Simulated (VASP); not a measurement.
A run of VASP 6.6.1 is set up as follows.

The input INCAR:

```
SYSTEM = Ge2P
PREC = Accurate
ENCUT = 520
EDIFF = 1E-7
ISMEAR = 0
SIGMA = 0.1
LREAL = .False.
LASPH = .True.
NELM = 100
ALGO = Normal
ISIF = 2
LWAVE = .False.
LCHARG = .False.
GGA = PE
NBANDS = 42
```

File KPOINTS:

```
regular mesh
0
Gamma
  6 6 1
  0 0 0
```

The input POSCAR:

```
Ge2P
1.0
    3.5178418783      0.0000000000      0.0000000000
   -1.7589209391      3.0465404331      0.0000000000
    0.0000000000      0.0000000000     15.0502369187
Ge P
4 2
Direct
    0.0000000000      0.0000000000      0.3504129021
    0.0000000000      0.0000000000      0.1495870979
    0.0000000000      0.0000000000      0.8504129021
    0.0000000000      0.0000000000      0.6495870979
    0.6666666667      0.3333333333      0.2500000000
    0.3333333333      0.6666666667      0.7500000000
```

Potentials or basis: VASP PAW PBE potentials, release 64 (Ge_d, P).

Command:

```bash
$ cat potpaw_PBE.64/Ge_d/POTCAR potpaw_PBE.64/P/POTCAR > POTCAR
$ mpirun -np 1 vasp_std > vasp.out
```

Estimate the pressure.

0.0 GPa.

What does it give for the band gap on the k mesh?

Zero (bands 33 and 34 overlap by 2.67 eV).

Estimate the largest force.

0.005 eV/Å.

Stress tensor (GPa, compression positive):
```
 0.04  0.00  0.00
 0.00  0.04  0.00
 0.00  0.00 -0.08
```

Caveat: the k points lie up to 0.42 Å⁻¹ apart, too coarse for converged energies and pressures of a metal.
